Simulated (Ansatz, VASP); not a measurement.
## One calculation of Re, two programs

```
Re
1.0
     0.00000    1.93033    1.93033
     1.93033    0.00000    1.93033
     1.93033    1.93033    0.00000
Re
1
Cartesian
  0.0000 0.0000 0.0000
```

Alike in both runs: functional LDA; k mesh 18 × 18 × 18; occupations fermi-dirac, width 0.05 eV; no spin polarisation.

Ansatz relaxed the structure, and its values are those at the end. VASP's run is a single point on that final structure, the one shown.

|  | VASP | Ansatz |
| --- | --- | --- |
| version | VASP 6.6.1 | Ansatz 0.2.0 |
| potentials or method | VASP PAW LDA potentials, release 64 (Re_sv_GW) | PAW with Ansatz's default frozen-core files, scalar-relativistic |
| plane-wave cutoff (eV) | 500 | 420 |
| valence electrons in the cell | 15 | 15 |

|  | VASP | Ansatz | Ansatz less VASP |
| --- | --- | --- | --- |
| pressure (GPa) | -1.2 | 0.0 | +1.15 |

LDA's correlation is that of Perdew and Zunger in VASP and of Perdew and Wang (1992) in Ansatz.

Spin-orbit coupling is off throughout.
